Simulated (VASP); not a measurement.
ScSb2N3:

```
Sc Sb N
1.0
     2.78744    1.60933    3.87783
    -2.78744    1.60933    3.87783
     0.00000   -3.21866    3.87783
Sc Sb N
1 2 3
Direct
  0.00000 0.00000 0.00000
  0.62928 0.62928 0.62928
  0.37072 0.37072 0.37072
  0.00000 0.00000 0.50000
  0.50000 0.00000 0.00000
  0.00000 0.50000 0.00000
```

The cell was built from a structure type or drawn by symmetry, and may not be a known phase.

```yaml
Program: VASP 6.6.1
Task: relaxation of cell and atoms
Functional: PBE
Potentials_or_basis: VASP PAW PBE potentials, release 64 (Sc_sv, Sb, N)
Cutoff: 600 eV
k_mesh: 6 × 6 × 6
Occupations: gaussian, width 0.1 eV
Spin: no spin polarisation
```

At the start: pressure -15.9 GPa; volume 17.40 Å³/atom.

Q: How do energy, volume and symmetry change on relaxing?

A: Over 18 steps the energy falls by 1207.8 meV/atom and the volume is 15.58 Å³/atom (-10.5 %); space group R-3m (No. 166, to 0.1 Å) before and after.

The path:
```tsv
step	energy change (eV)	largest force (eV/Å)	pressure (GPa)	volume (Å³)
1	0.0000	0.9908	-15.90	104.37
2	-2.4681	4.2009	8.68	79.97
3	-2.4747	4.4096	10.56	79.12
4	-4.3894	4.8513	24.79	74.41
5	-4.5344	3.5333	39.82	71.70
6	-5.3435	0.4743	35.50	74.84
7	-5.3893	0.9042	34.63	76.12
8	-6.5088	0.1444	16.20	81.98
9	-6.9990	1.1357	1.81	88.83
10	-7.0218	1.3553	-0.98	90.59
11	-7.0222	1.3924	-1.43	90.90
12	-7.0743	1.2088	-1.07	90.88
13	-7.1821	0.6898	0.32	90.81
14	-7.2020	0.3454	4.28	90.60
15	-7.2242	0.0740	2.52	90.69
16	-7.2421	0.1360	0.72	92.30
17	-7.2452	0.1762	-0.36	93.35
18	-7.2469	0.0074	-0.02	93.46
```

Final structure:
```
Sc Sb N
1.0
     2.96662    1.71278    3.06545
    -2.96662    1.71278    3.06545
     0.00000   -3.42555    3.06545
Sc Sb N
1 2 3
Direct
  0.00000 0.00000 0.00000
  0.69571 0.69571 0.69571
  0.30429 0.30429 0.30429
  0.00000 0.00000 0.50000
  0.50000 0.00000 0.00000
  0.00000 0.50000 0.00000
```
